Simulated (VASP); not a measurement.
# SiNi3 (Pm-3m) in VASP: a series of runs, part 2 of 2

VASP 6.6.1.

## Step 3: Electric field gradients, PBE, collinear spin, ferromagnetic start

INCAR

```
SYSTEM = SiNi3
PREC = Accurate
ENCUT = 520
EDIFF = 1E-8
ISMEAR = -1
SIGMA = 0.05
LREAL = .False.
LASPH = .True.
NELM = 200
ALGO = Normal
ISIF = 2
LWAVE = .False.
LCHARG = .False.
ISPIN = 2
MAGMOM = 0 1.5 1.5 1.5
LORBIT = 11
LMAXMIX = 4
GGA = PE
LEFG = .True.
NBANDS = 29
GGA_COMPAT = .False.
```

KPOINTS

```
Automatic mesh
0
Gamma
  10 10 10
  0 0 0
```

POSCAR

```
SiNi3
1.0
    3.4637400600      0.0000000000      0.0000000000
    0.0000000000      3.4637400600      0.0000000000
    0.0000000000      0.0000000000      3.4637400600
Si Ni
1 3
Direct
    0.0000000000      0.0000000000      0.0000000000
    0.0000000000      0.5000000000      0.5000000000
    0.5000000000      0.5000000000      0.0000000000
    0.5000000000      0.0000000000      0.5000000000
```

Potentials or basis: VASP PAW PBE potentials, release 64 (Si, Ni).

Started as:

```bash
$ cat potpaw_PBE.64/Si/POTCAR potpaw_PBE.64/Ni/POTCAR > POTCAR
$ mpirun -np 1 vasp_std > vasp.out
```

OUTCAR:

```text
SYSTEM = SiNi3
   PREC = Accurate
   ENCUT = 520
   EDIFF = 1E-8
   ISMEAR = -1
   LREAL = .False.
   LASPH = .True.
   NELM = 200
   ISIF = 2
   ISPIN = 2
   LORBIT = 11
   GGA = PE

 ion  position               nearest neighbor table
   1  0.000  0.000  0.000-   2 2.45   3 2.45   4 2.45   2 2.45   4 2.45   2 2.45   3 2.45   2 2.45
                             3 2.45   4 2.45   4 2.45   3 2.45
   2  0.000  0.500  0.500-   1 2.45   3 2.45   4 2.45   1 2.45   3 2.45   1 2.45   4 2.45   1 2.45
                             3 2.45   4 2.45   3 2.45   4 2.45
   3  0.500  0.500  0.000-   1 2.45   2 2.45   4 2.45   2 2.45   4 2.45   1 2.45   4 2.45   4 2.45
                             1 2.45   2 2.45   2 2.45   1 2.45
   4  0.500  0.000  0.500-   1 2.45   2 2.45   3 2.45   1 2.45   3 2.45   2 2.45   3 2.45   3 2.45
                             1 2.45   2 2.45   1 2.45   2 2.45

  LATTYP: Found a simple cubic cell.
 ALAT       =     3.4637400600

  Lattice vectors:

 A1 = (   3.4637400600,   0.0000000000,   0.0000000000)
 A2 = (   0.0000000000,   3.4637400600,   0.0000000000)
 A3 = (   0.0000000000,   0.0000000000,   3.4637400600)

Analysis of symmetry for initial positions (statically):
=====================================================================
 Subroutine PRICEL returns:
 Original cell was already a primitive cell.

 Routine SETGRP: Setting up the symmetry group for a
 simple cubic supercell.

 Subroutine GETGRP returns: Found 48 space group operations
 (whereof 48 operations were pure point group operations)
 out of a pool of 48 trial point group operations.

The static configuration has the point symmetry O_h .

Analysis of symmetry for dynamics (positions and initial velocities):
=====================================================================
 Subroutine PRICEL returns:
 Original cell was already a primitive cell.

[... 1741 lines left out ...]
     3.463740060  0.000000000  0.000000000     0.288705267  0.000000000  0.000000000
     0.000000000  3.463740060  0.000000000     0.000000000  0.288705267  0.000000000
     0.000000000  0.000000000  3.463740060     0.000000000  0.000000000  0.288705267

 POSITION                                       TOTAL-FORCE (eV/Angst)
 -----------------------------------------------------------------------------------
      0.00000      0.00000      0.00000         0.000000      0.000000      0.000000
      0.00000      1.73187      1.73187         0.000000      0.000000      0.000000
      1.73187      1.73187      0.00000         0.000000      0.000000      0.000000
      1.73187      0.00000      1.73187         0.000000      0.000000      0.000000
 -----------------------------------------------------------------------------------
    total drift:                                0.000000      0.000000      0.000000

  FREE ENERGIE OF THE ION-ELECTRON SYSTEM (eV)
  ---------------------------------------------------
  free  energy   TOTEN  =       -23.6501033689 eV

  energy  without entropy=      -23.6344987333  energy(sigma->0) =      -23.64230105

 Electric field gradients (V/A^2)
---------------------------------------------------------------------
 ion       V_xx      V_yy      V_zz      V_xy      V_xz      V_yz
---------------------------------------------------------------------
   1       0.000     0.000    -0.000     0.000    -0.000     0.000
   2     -43.247    21.623    21.623    -0.000    -0.000     0.000
   3      21.623    21.623   -43.247    -0.000    -0.000     0.000
   4      21.623   -43.247    21.623    -0.000    -0.000    -0.000
---------------------------------------------------------------------

 Electric field gradients after diagonalization (V/A^2)
 (convention: |V_zz| > |V_xx| > |V_yy|)
----------------------------------------------------------------------
 ion       V_xx      V_yy      V_zz     asymmetry (V_yy - V_xx)/ V_zz
----------------------------------------------------------------------
   1       0.000     0.000    -0.000       0.163
   2      21.623    21.623   -43.247       0.000
   3      21.623    21.623   -43.247       0.000
   4      21.623    21.623   -43.247       0.000
----------------------------------------------------------------------

           NMR quadrupolar parameters

 Cq : quadrupolar parameter    Cq=e*Q*V_zz/h
 eta: asymmetry parameters     (V_yy - V_xx)/ V_zz
 Q  : nuclear electric quadrupole moment in mb (millibarn)
----------------------------------------------------------------------
 ion       Cq(MHz)       eta       Q (mb)
----------------------------------------------------------------------
   1      -0.000       0.163       1.000
   2      -0.105       0.000       1.000
   3      -0.105       0.000       1.000
   4      -0.105       0.000       1.000
----------------------------------------------------------------------

 total charge

# of ion       s       p       d       tot
------------------------------------------
    1        0.730   0.844   0.000   1.574
    2        0.502   0.609   8.432   9.543
    3        0.502   0.609   8.432   9.543
    4        0.502   0.609   8.432   9.543
--------------------------------------------------
tot          2.235   2.671  25.295  30.202

 magnetization (x)

# of ion       s       p       d       tot
------------------------------------------
    1       -0.000   0.000   0.000   0.000
    2        0.000   0.000  -0.000  -0.000
    3        0.000   0.000  -0.000  -0.000
    4        0.000   0.000  -0.000  -0.000
--------------------------------------------------
tot          0.000   0.000  -0.000  -0.000
```

stdout:

```text
POSCAR found type information on POSCAR SiNi
 POSCAR found :  2 types and       4 ions
 scaLAPACK will be used
 LDA part: xc-table for (Slater+PW92), standard interpolation
 POSCAR, INCAR and KPOINTS ok, starting setup
 FFT: planning ... GRIDC
 FFT: planning ... GRID_SOFT
 FFT: planning ... GRID
 WAVECAR not read
 entering main loop
ion   1

ion   2

ion   3

ion   4
```

Run time: 6.2 min. Hardware: 1 thread of AMD EPYC 7R13, shared host; peak memory 0.21 GiB.

What came out:

- Free energy: -23.6501 eV
- Pressure: 8.5 GPa
- Band gap on the k mesh: zero (filled and empty bands overlap)
- Net moment: 0.00 μB per cell
- Largest electric field gradient by atom: Si +0.0; Ni -43.2 V/Å²
- Valence electrons inside the program's atomic spheres: Si 1.57; Ni 9.54

Electric field gradients, principal values (V/Å²):
```tsv
atom	least	middle	greatest (by size)
1 Si	0.000	0.000	0.000
2 Ni	21.623	21.623	-43.247
3 Ni	21.623	21.623	-43.247
4 Ni	21.623	21.623	-43.247
```

Caveat: the cell stands under pressure; without QUAD_EFG the Cq values of the log hold for a quadrupole moment of 1 mb, not for the nuclei.

## Step 4: Electric field gradients, LDA, collinear spin, ferromagnetic start

Edit INCAR of step 3 so:

```diff
@@ -17,3 +17,2 @@
 LMAXMIX = 4
-GGA = PE
 LEFG = .True.
```

KPOINTS

```
regular mesh
0
Gamma
  10 10 10
  0 0 0
```

POSCAR is that of step 3.

Potentials or basis: VASP PAW LDA potentials, release 64 (Si, Ni).

Started as:

```bash
$ cat potpaw_LDA.64/Si/POTCAR potpaw_LDA.64/Ni/POTCAR > POTCAR
$ mpirun -np 1 vasp_std > vasp.out
```

OUTCAR:

```text
SYSTEM = SiNi3
   PREC = Accurate
   ENCUT = 520
   EDIFF = 1E-8
   ISMEAR = -1
   LREAL = .False.
   LASPH = .True.
   NELM = 200
   ISIF = 2
   ISPIN = 2
   LORBIT = 11

 ion  position               nearest neighbor table
   1  0.000  0.000  0.000-   2 2.45   3 2.45   4 2.45   2 2.45   4 2.45   2 2.45   3 2.45   2 2.45
                             3 2.45   4 2.45   4 2.45   3 2.45
   2  0.000  0.500  0.500-   1 2.45   3 2.45   4 2.45   1 2.45   3 2.45   1 2.45   4 2.45   1 2.45
                             3 2.45   4 2.45   3 2.45   4 2.45
   3  0.500  0.500  0.000-   1 2.45   2 2.45   4 2.45   2 2.45   4 2.45   1 2.45   4 2.45   4 2.45
                             1 2.45   2 2.45   2 2.45   1 2.45
   4  0.500  0.000  0.500-   1 2.45   2 2.45   3 2.45   1 2.45   3 2.45   2 2.45   3 2.45   3 2.45
                             1 2.45   2 2.45   1 2.45   2 2.45

  LATTYP: Found a simple cubic cell.
 ALAT       =     3.4637400600

  Lattice vectors:

 A1 = (   3.4637400600,   0.0000000000,   0.0000000000)
 A2 = (   0.0000000000,   3.4637400600,   0.0000000000)
 A3 = (   0.0000000000,   0.0000000000,   3.4637400600)

Analysis of symmetry for initial positions (statically):
=====================================================================
 Subroutine PRICEL returns:
 Original cell was already a primitive cell.

 Routine SETGRP: Setting up the symmetry group for a
 simple cubic supercell.

 Subroutine GETGRP returns: Found 48 space group operations
 (whereof 48 operations were pure point group operations)
 out of a pool of 48 trial point group operations.

The static configuration has the point symmetry O_h .

Analysis of symmetry for dynamics (positions and initial velocities):
=====================================================================
 Subroutine PRICEL returns:
 Original cell was already a primitive cell.

 Routine SETGRP: Setting up the symmetry group for a
 simple cubic supercell.

 Subroutine GETGRP returns: Found 48 space group operations
 (whereof 48 operations were pure point group operations)
 out of a pool of 48 trial point group operations.

The dynamic configuration has the point symmetry O_h .

Analysis of structural, dynamic, and magnetic symmetry:
=====================================================================
 Subroutine PRICEL returns:
 Original cell was already a primitive cell.

 Routine SETGRP: Setting up the symmetry group for a
 simple cubic supercell.

 Subroutine GETGRP returns: Found 48 space group operations
 (whereof 48 operations were pure point group operations)
 out of a pool of 48 trial point group operations.

The overall configuration has the point symmetry O_h .

 Subroutine INISYM returns: Found 48 space group operations
 (whereof 48 operations are pure point group operations),
 and found     1 'primitive' translations

----------------------------------------------------------------------------------------

                                     Primitive cell

  volume of cell :      41.5562

  direct lattice vectors                    reciprocal lattice vectors
     3.463740060  0.000000000  0.000000000     0.288705267  0.000000000  0.000000000
     0.000000000  3.463740060  0.000000000     0.000000000  0.288705267  0.000000000
     0.000000000  0.000000000  3.463740060     0.000000000  0.000000000  0.288705267

[... 133 lines left out ...]
  free energy    TOTEN  =       -27.90318479 eV

  energy without entropy =      -27.88798936  energy(sigma->0) =      -27.89558708

 E-fermi :  10.9841     XC(G=0): -13.5745

 val. band max:       10.9504650479   @ k =   0.1000   0.1000   0.0000
 cond. band min:      11.0127785342   @ k =   0.0000   0.0000   0.0000
 fundamental gap:      0.0623134863
 Fermi energy:        10.9841107581

 spin component 1

 k-point     1 :       0.0000    0.0000    0.0000
  band No.  band energies     occupation
      1      -1.1614      1.00000
      2       5.8883      1.00000
      3       6.7149      1.00000
      4       6.7149      1.00000
      5       7.2317      1.00000
      6       7.2317      1.00000
[... 757 lines left out ...]
     28      25.4050      0.00000
     29      26.0892      0.00000

 [... further k-points ...]

 spin component 2

 k-point     1 :       0.0000    0.0000    0.0000
  band No.  band energies     occupation
      1      -1.1614      1.00000
      2       5.8883      1.00000
      3       6.7149      1.00000
      4       6.7149      1.00000
      5       7.2317      1.00000
      6       7.2317      1.00000
[... 757 lines left out ...]
     28      25.4050      0.00000
     29      26.0892      0.00000

 [... further k-points ...]
[... 5 lines left out ...]
  --------------------------------------------------------------------------------------
  -------------------------------------------------------------------------------------
  Total       -1.8792588     -1.8792588     -1.8792588     -0.0000000     -0.0000000     -0.0000000
  in kB      -72.4538216    -72.4538216    -72.4538216     -0.0000000     -0.0000000     -0.0000000
  external PRESSURE =     -72.4538216 kB  Pullay stress =       0.0000000 kB

 VOLUME and BASIS-vectors are now :
 -----------------------------------------------------------------------------
  energy-cutoff  :      520.00
  volume of cell :       41.56
      direct lattice vectors                 reciprocal lattice vectors
     3.463740060  0.000000000  0.000000000     0.288705267  0.000000000  0.000000000
     0.000000000  3.463740060  0.000000000     0.000000000  0.288705267  0.000000000
     0.000000000  0.000000000  3.463740060     0.000000000  0.000000000  0.288705267

 POSITION                                       TOTAL-FORCE (eV/Angst)
 -----------------------------------------------------------------------------------
      0.00000      0.00000      0.00000         0.000000      0.000000      0.000000
      0.00000      1.73187      1.73187         0.000000      0.000000      0.000000
      1.73187      1.73187      0.00000         0.000000      0.000000      0.000000
      1.73187      0.00000      1.73187         0.000000      0.000000      0.000000
 -----------------------------------------------------------------------------------
    total drift:                                0.000000      0.000000      0.000000

  FREE ENERGIE OF THE ION-ELECTRON SYSTEM (eV)
  ---------------------------------------------------
  free  energy   TOTEN  =       -27.9031847876 eV

  energy  without entropy=      -27.8879893643  energy(sigma->0) =      -27.89558708

 Electric field gradients (V/A^2)
---------------------------------------------------------------------
 ion       V_xx      V_yy      V_zz      V_xy      V_xz      V_yz
---------------------------------------------------------------------
   1      -0.000     0.000     0.000    -0.000    -0.000    -0.000
   2     -43.724    21.862    21.862    -0.000    -0.000    -0.000
   3      21.862    21.862   -43.724    -0.000     0.000     0.000
   4      21.862   -43.724    21.862     0.000    -0.000     0.000
---------------------------------------------------------------------

 Electric field gradients after diagonalization (V/A^2)
 (convention: |V_zz| > |V_xx| > |V_yy|)
----------------------------------------------------------------------
 ion       V_xx      V_yy      V_zz     asymmetry (V_yy - V_xx)/ V_zz
----------------------------------------------------------------------
   1       0.000    -0.000     0.000      -0.630
   2      21.862    21.862   -43.724       0.000
   3      21.862    21.862   -43.724       0.000
   4      21.862    21.862   -43.724       0.000
----------------------------------------------------------------------

           NMR quadrupolar parameters

 Cq : quadrupolar parameter    Cq=e*Q*V_zz/h
 eta: asymmetry parameters     (V_yy - V_xx)/ V_zz
 Q  : nuclear electric quadrupole moment in mb (millibarn)
----------------------------------------------------------------------
 ion       Cq(MHz)       eta       Q (mb)
----------------------------------------------------------------------
   1       0.000      -0.630       1.000
   2      -0.106       0.000       1.000
   3      -0.106       0.000       1.000
   4      -0.106       0.000       1.000
----------------------------------------------------------------------

 total charge

# of ion       s       p       d       tot
------------------------------------------
    1        0.735   0.843   0.000   1.578
    2        0.505   0.608   8.448   9.561
    3        0.505   0.608   8.448   9.561
    4        0.505   0.608   8.448   9.561
--------------------------------------------------
tot          2.250   2.667  25.343  30.260

 magnetization (x)

# of ion       s       p       d       tot
------------------------------------------
    1        0.000   0.000   0.000   0.000
    2        0.000   0.000  -0.000  -0.000
    3        0.000   0.000  -0.000  -0.000
    4        0.000   0.000  -0.000  -0.000
--------------------------------------------------
tot          0.000   0.000  -0.000  -0.000
```

OSZICAR:

```text
N       E                     dE             d eps       ncg     rms          rms(c)
DAV:   1     0.207086361710E+03    0.20709E+03   -0.14572E+04  6672   0.156E+03
DAV:   2    -0.163452288755E+02   -0.22343E+03   -0.20689E+03  6501   0.306E+02
DAV:   3    -0.309300400409E+02   -0.14585E+02   -0.13746E+02  7288   0.945E+01
DAV:   4    -0.312023029126E+02   -0.27226E+00   -0.27163E+00  7333   0.126E+01
DAV:   5    -0.312099449308E+02   -0.76420E-02   -0.76413E-02  7982   0.187E+00    0.227E+01
DAV:   6    -0.316166654033E+02   -0.40672E+00   -0.25711E+01  7770   0.939E+01    0.182E+01
DAV:   7    -0.279976847361E+02    0.36190E+01   -0.98579E+00  7986   0.528E+01    0.426E+00
DAV:   8    -0.279213274078E+02    0.76357E-01   -0.25882E-01  8098   0.425E+00    0.161E+00
DAV:   9    -0.279064582527E+02    0.14869E-01   -0.14499E-02  9551   0.136E+00    0.770E-01
DAV:  10    -0.279041190835E+02    0.23392E-02   -0.10596E-03  8275   0.391E-01    0.348E-01
DAV:  11    -0.279032042840E+02    0.91480E-03   -0.32877E-04  8604   0.287E-01    0.965E-02
DAV:  12    -0.279031847381E+02    0.19546E-04   -0.11175E-04  8734   0.978E-02    0.531E-02
DAV:  13    -0.279031859571E+02   -0.12190E-05   -0.86602E-06  7811   0.409E-02    0.133E-02
DAV:  14    -0.279031849007E+02    0.10564E-05   -0.11192E-06  8169   0.117E-02    0.604E-03
DAV:  15    -0.279031848255E+02    0.75225E-07   -0.16925E-07  9426   0.502E-03    0.219E-03
DAV:  16    -0.279031847909E+02    0.34561E-07   -0.25790E-08  7112   0.212E-03    0.104E-03
DAV:  17    -0.279031847876E+02    0.33556E-08   -0.75739E-09  4157   0.768E-04
   1 F= -.27903185E+02 E0= -.27895587E+02  d E =-.151954E-01  mag=     0.0000
```

stdout:

```text
POSCAR found type information on POSCAR SiNi
 POSCAR found :  2 types and       4 ions
 scaLAPACK will be used
 LDA part: xc-table for (Slater(with rela. corr.)+CA(PZ))
 , standard interpolation
 POSCAR, INCAR and KPOINTS ok, starting setup
 FFT: planning ... GRIDC
 FFT: planning ... GRID_SOFT
 FFT: planning ... GRID
 WAVECAR not read
 entering main loop
ion   1

ion   2

ion   3

ion   4
```

It took 5.4 min on 1 thread of AMD EPYC 7R13, shared host; peak memory 0.18 GiB.

What came out:

- Free energy: -27.9032 eV
- Pressure: -7.2 GPa
- Band gap on the k mesh: zero (filled and empty bands overlap)
- Net moment: 0.00 μB per cell
- Largest electric field gradient by atom: Si +0.0; Ni -43.7 V/Å²
- Valence electrons inside the program's atomic spheres: Si 1.58; Ni 9.56

Electric field gradients, principal values (V/Å²):
```
atom   least  middle  greatest (by size)
1 Si   0.000   0.000               0.000
2 Ni  21.862  21.862             -43.724
3 Ni  21.862  21.862             -43.724
4 Ni  21.862  21.862             -43.724
```

Caveat: the cell stands under tension; without QUAD_EFG the Cq values of the log hold for a quadrupole moment of 1 mb, not for the nuclei.
